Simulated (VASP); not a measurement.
A run of VASP 6.6.1 is set up as follows.

File INCAR:

```
ALGO = Normal ; EDIFF = 1E-7
ENCUT = 520 ; GGA = PS
ISIF = 2 ; ISMEAR = 0
LASPH = T ; LCHARG = F
LREAL = F ; LWAVE = F
NBANDS = 30 ; NELM = 60
PREC = Accurate ; SIGMA = 0.02
```

KPOINTS

```
k-points
0
Gamma
  4 4 4
```

POSCAR

```
CO
1.0
    5.9526445718      0.0000000000      0.0000000000
    0.0000000000      5.9526445718      0.0000000000
    0.0000000000      0.0000000000      5.9526445718
C O
4 4
Direct
    0.9646486821      0.9646486821      0.9646486821
    0.5353513179      0.0353513179      0.4646486821
    0.4646486821      0.5353513179      0.0353513179
    0.0353513179      0.4646486821      0.5353513179
    0.0745117741      0.0745117741      0.0745117741
    0.4254882259      0.9254882259      0.5745117741
    0.5745117741      0.4254882259      0.9254882259
    0.9254882259      0.5745117741      0.4254882259
```

Potentials or basis: VASP PAW PBE potentials, release 64 (C, O).

The run is started by

```sh
$ cat potpaw_PBE.64/C/POTCAR potpaw_PBE.64/O/POTCAR > POTCAR
$ mpirun -np 1 vasp_std > vasp.out
```

Predict the band gap on the k mesh.

6.18 eV.

Estimate the largest force.

1.037 eV/Å.

Estimate the pressure.

1.1 GPa.

Forces on the atoms (eV/Å):
```
C   -0.599 -0.599 -0.599
C    0.599  0.599 -0.599
C   -0.599  0.599  0.599
C    0.599 -0.599  0.599
O    0.599  0.599  0.599
O   -0.599 -0.599  0.599
O    0.599 -0.599 -0.599
O   -0.599  0.599 -0.599
```

Caveat: this functional lacks dispersion, which holds the molecules together, so the pressure and a relaxed volume are unreliable; the PAW data sets were made with another functional, which shifts forces and pressure a little. A k mesh can miss the band edges.
